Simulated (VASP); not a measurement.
# InP (Fm-3m) in VASP: notebook, part 2 of 2

VASP 6.6.1. The steps go on from the part before.

## Step 4: Single point, PBEsol

This run uses another cell than the first one, of 20.77 Å³/atom, 1.064 times its volume.

Contents of INCAR:

```
SYSTEM = InP
ALGO = Normal
EDIFF = 1E-6
ENCUT = 520
GGA = PS
ISIF = 2
ISMEAR = 0
LASPH = .True.
LCHARG = .True.
LELF = .True.
LREAL = .False.
LVHAR = .True.
LWAVE = .False.
NBANDS = 16
NELM = 60
PREC = Accurate
SIGMA = 0.05
```

Contents of KPOINTS:

```
k-points
0
Gamma
  14 14 14
  0 0 0
```

Contents of POSCAR:

```
InP
1.0
    0.0000000000      2.7486012235      2.7486012235
    2.7486012235      0.0000000000      2.7486012235
    2.7486012235      2.7486012235      0.0000000000
In P
1 1
Direct
    0.0000000000      0.0000000000      0.0000000000
    0.5000000000      0.5000000000      0.5000000000
```

Potentials or basis: VASP PAW PBE potentials, release 64 (In_d, P).

Run with:

```console
cat potpaw_PBE.64/In_d/POTCAR potpaw_PBE.64/P/POTCAR > POTCAR
mpirun -np 1 vasp_std > vasp.out
```

OUTCAR:

```text
SYSTEM = InP
   EDIFF = 1E-6
   ENCUT = 520
   GGA = PS
   ISIF = 2
   ISMEAR = 0
   LASPH = .True.
   LREAL = .False.
   NELM = 60
   PREC = Accurate

 ion  position               nearest neighbor table
   1  0.000  0.000  0.000-   2 2.75   2 2.75   2 2.75   2 2.75   2 2.75   2 2.75
   2  0.500  0.500  0.500-   1 2.75   1 2.75   1 2.75   1 2.75   1 2.75   1 2.75

  LATTYP: Found a face centered cubic cell.
 ALAT       =     5.4972024470

  Lattice vectors:

 A1 = (   0.0000000000,   2.7486012235,   2.7486012235)
 A2 = (   2.7486012235,   0.0000000000,   2.7486012235)
 A3 = (   2.7486012235,   2.7486012235,   0.0000000000)

Analysis of symmetry for initial positions (statically):
=====================================================================
 Subroutine PRICEL returns:
 Original cell was already a primitive cell.

 Routine SETGRP: Setting up the symmetry group for a
 face centered cubic supercell.

 Subroutine GETGRP returns: Found 48 space group operations
 (whereof 48 operations were pure point group operations)
 out of a pool of 48 trial point group operations.

The static configuration has the point symmetry O_h .

Analysis of symmetry for dynamics (positions and initial velocities):
=====================================================================
 Subroutine PRICEL returns:
 Original cell was already a primitive cell.

 Routine SETGRP: Setting up the symmetry group for a
 face centered cubic supercell.

 Subroutine GETGRP returns: Found 48 space group operations
 (whereof 48 operations were pure point group operations)
 out of a pool of 48 trial point group operations.

The dynamic configuration has the point symmetry O_h .

 Subroutine INISYM returns: Found 48 space group operations
 (whereof 48 operations are pure point group operations),
 and found     1 'primitive' translations
[... 111 lines left out ...]
   EFERMI_NEDOS =   21; number of points for ismear=-14 and -15
   IALGO  =     38    algorithm
   IMIX   =      4    mixing-type and parameters
     AMIX     =   0.40;   BMIX     =  1.00
     AMIX_MAG =   1.60;   BMIX_MAG =  1.00
  volume/ion in A,a.u.               =      20.77       140.13
  Fermi-wavevector in a.u.,A,eV,Ry     =   1.238922  2.341223 20.883956  1.534927
  Thomas-Fermi vector in A             =   2.373427
   LORBIT       =      0    0 simple, 1 ext, 2 COOP (PROOUT), +10 PAW based schemes
   GGA     = PS    functional components
   LHFCALC =     F    Hartree Fock is set to
   AEXX    =    0.0000 exact exchange contribution
   IVDW    =     0    specifies the selected vdW correction
   LEPSILON=     F    determine dielectric tensor
   LRPA    =     F    only Hartree local field effects (RPA)
 non-spin polarized calculation
 Gauss-broadening in eV      SIGMA  =   0.05
  energy-cutoff  :      520.00
  volume of cell :       41.53
 maximum number of plane-waves:      1139
 NGX is ok and might be reduce to    30
   NGX = 15   NGY = 15   NGZ = 15

 number of electron      18.0000005 magnetization

 Free energy of the ion-electron system (eV)
  ---------------------------------------------------
  ext. energy  EPLUGINS =         0.00000000
  ---------------------------------------------------
  free energy    TOTEN  =        -8.78968014 eV

  energy without entropy =       -8.78789695  energy(sigma->0) =       -8.78878855

 E-fermi :   7.1513     XC(G=0): -10.6538

 val. band max:        7.1329120230   @ k =   0.5000   0.3571   0.0714
 cond. band min:       7.1550947271   @ k =   0.3571   0.1429   0.0714
 fundamental gap:      0.0221827041
 Fermi energy:         7.1512909765

 k-point     1 :       0.0000    0.0000    0.0000
  band No.  band energies     occupation
      1      -6.9594      2.00000
      2      -6.9594      2.00000
      3      -6.9362      2.00000
      4      -6.9362      2.00000
      5      -6.9362      2.00000
      6      -4.9978      2.00000
[... 433 lines left out ...]
      3      -6.9508      2.00000
      4      -6.8934      2.00000
      5      -6.8781      2.00000
      6      -4.0225      2.00000
[... 8 lines left out ...]
     15      17.3538      0.00000
     16      17.4854      0.00000

 [... further k-points ...]

------------------------ aborting loop because EDIFF is reached ----------------------------------------

  FORCE on cell =-STRESS in cart. coord.  units (eV):
  Direction    XX          YY          ZZ          XY          YZ          ZX
  --------------------------------------------------------------------------------------
  -------------------------------------------------------------------------------------
  Total       -0.4277934     -0.4277934     -0.4277934      0.0000000      0.0000000      0.0000000
  in kB      -16.5036288    -16.5036288    -16.5036288      0.0000000      0.0000000      0.0000000
  external PRESSURE =     -16.5036288 kB  Pullay stress =       0.0000000 kB

 VOLUME and BASIS-vectors are now :
 -----------------------------------------------------------------------------
  energy-cutoff  :      520.00
  volume of cell :       41.53
      direct lattice vectors                 reciprocal lattice vectors
     0.000000000  2.748601224  2.748601224    -0.181910710  0.181910710  0.181910710
     2.748601224  0.000000000  2.748601224     0.181910710 -0.181910710  0.181910710
     2.748601224  2.748601224  0.000000000     0.181910710  0.181910710 -0.181910710

 POSITION                                       TOTAL-FORCE (eV/Angst)
 -----------------------------------------------------------------------------------
      0.00000      0.00000      0.00000         0.000000      0.000000      0.000000
      2.74860      2.74860      2.74860        -0.000000     -0.000000     -0.000000
 -----------------------------------------------------------------------------------
    total drift:                               -0.000000      0.000000      0.000000

  FREE ENERGIE OF THE ION-ELECTRON SYSTEM (eV)
  ---------------------------------------------------
  free  energy   TOTEN  =        -8.7896801444 eV

  energy  without entropy=       -8.7878969517  energy(sigma->0) =       -8.78878855
```

It took 61 s on 1 thread of Intel Xeon Platinum 8559C (Emerald Rapids), shared host; peak memory 0.21 GiB.

Results:

* Free energy: -8.7897 eV
* Pressure: -1.7 GPa
* Band gap on the k mesh: zero (band 9 reaches 7.53 eV, above the bottom of band 10 at 4.78 eV)

Caveat: the PAW data sets were made with another functional, which shifts forces and pressure a little; spin-orbit coupling is left out, which moves the levels of the heavy elements.

## Step 5: Single point, PBEsol

This run uses another cell than the first one, of 21.23 Å³/atom, 1.088 times its volume.

Contents of INCAR:

```
PREC = Accurate ; ENCUT = 520
EDIFF = 1E-6 ; ISMEAR = 0
SIGMA = 0.05 ; LREAL = False
LASPH = True ; NELM = 60
ALGO = Normal ; ISIF = 2
LWAVE = False ; LCHARG = False
GGA = PS ; NBANDS = 16
```

Contents of KPOINTS:

```
Automatic mesh
0
Gamma
  14 14 14
```

Contents of POSCAR:

```
InP
1.0
    0.0000000000      2.7688340000      2.7688340000
    2.7688340000      0.0000000000      2.7688340000
    2.7688340000      2.7688340000      0.0000000000
In P
1 1
Direct
    0.0000000000      0.0000000000      0.0000000000
    0.5000000000      0.5000000000      0.5000000000
```

Run with:

```console
cat potpaw_PBE.64/In_d/POTCAR potpaw_PBE.64/P/POTCAR > POTCAR
mpirun -np 1 vasp_std > vasp.out
```

Run time: 59 s. Hardware: 1 thread of Intel Xeon Platinum 8559C (Emerald Rapids), shared host; peak memory 0.21 GiB.

The run converged. Its results:

```yaml
Free_energy: -8.7759 eV
Pressure: -3.2 GPa
Band_gap_on_the_k_mesh: zero (band 9 reaches 7.25 eV, above the bottom of band 10 at 4.58 eV)
```

Levels at points of the mesh, in eV from the Fermi level:
```csv
k point,band 5,band 6,band 7,band 8,band 9,band 10,band 11,band 12,band 13,band 14
"(0.00, 0.00, 0.00)",-14.06,-11.98,-0.23,-0.23,-0.23,0.52,7.11,7.11,7.11,8.45
"(0.50, 0.00, 0.00)",-13.97,-9.88,-6.63,0.21,0.21,2.45,3.40,3.40,5.20,11.03
"(0.50, 0.50, 0.00)",-13.94,-8.76,-4.94,-2.51,-2.30,-2.30,3.80,9.86,9.86,10.14
```

Caveat: the PAW data sets were made with another functional, which shifts forces and pressure a little; spin-orbit coupling is left out, which moves the levels of the heavy elements.

## Step 6: Single point, PBEsol (volume scaled by 1.040)

Contents of INCAR:

```
SYSTEM = InP
ALGO = Normal
EDIFF = 1E-6
ENCUT = 520
GGA = PS
ISIF = 2
ISMEAR = 0
LASPH = .TRUE.
LCHARG = .FALSE.
LREAL = .FALSE.
LWAVE = .FALSE.
NBANDS = 16
NELM = 60
PREC = Accurate
SIGMA = 0.05
```

Contents of KPOINTS:

```
k-points
0
G
  14 14 14
  0 0 0
```

Contents of POSCAR:

```
InP
1.0
    0.0000000000      2.7652363674      2.7652363674
    2.7652363674      0.0000000000      2.7652363674
    2.7652363674      2.7652363674      0.0000000000
In P
1 1
Direct
    0.0000000000      0.0000000000      0.0000000000
    0.5000000000      0.5000000000      0.5000000000
```

Potentials or basis: VASP PAW PBE potentials, release 64 (In_d, P).

Run with:

```console
cat potpaw_PBE.64/In_d/POTCAR potpaw_PBE.64/P/POTCAR > POTCAR
mpirun -np 1 vasp_std > vasp.out
```

It took 49 s on 1 thread of Intel Xeon Platinum 8559C (Emerald Rapids), shared host; peak memory 0.21 GiB.

Results (log left out):

| Property | Result |
| --- | --- |
| Free energy | -8.7790 eV |
| Pressure | -3.0 GPa |
| Band gap on the k mesh | zero (band 9 reaches 7.30 eV, above the bottom of band 10 at 4.61 eV) |

Levels at points of the mesh, in eV from the Fermi level:
```tsv
k point	band 6	band 7	band 8	band 9	band 10	band 11	band 12	band 13
(0.00, 0.00, 0.00)	-12.01	-0.23	-0.23	-0.23	0.55	7.11	7.11	7.11
(0.50, 0.00, 0.00)	-9.90	-6.66	0.21	0.21	2.45	3.40	3.40	5.23
(0.50, 0.50, 0.00)	-8.77	-4.97	-2.51	-2.31	-2.31	3.80	9.89	9.89
```

Caveat: the cell differs from its parent crystal (volume scaled by 1.040); the PAW data sets were made with another functional, which shifts forces and pressure a little; spin-orbit coupling is left out, which moves the levels of the heavy elements.

## Step 7: The runs side by side

```csv
cell,gap on the mesh (eV),pressure (GPa)
"a = 3.808 Å, angles 60.0°, 2 atoms",none,3.8
"a = 3.860 Å, angles 60.0°, 2 atoms",none,0.0
"a = 3.887 Å, angles 60.0°, 2 atoms",none,-1.7
"a = 3.916 Å, angles 60.0°, 2 atoms",none,-3.2
"a = 3.911 Å, angles 60.0°, 2 atoms",none,-3.0
```

Alike in all rows: task single point; level PBEsol; potentials or basis VASP PAW PBE potentials, release 64 (In_d, P); no spin polarisation; k mesh 14 × 14 × 14; cutoff (eV) 520; smearing gaussian 0.05 eV.

Caveats: the PAW data sets were made with another functional, which shifts forces and pressure a little; spin-orbit coupling is left out, which moves the levels of the heavy elements.

Absolute energies hang on the potentials; compare differences alone.
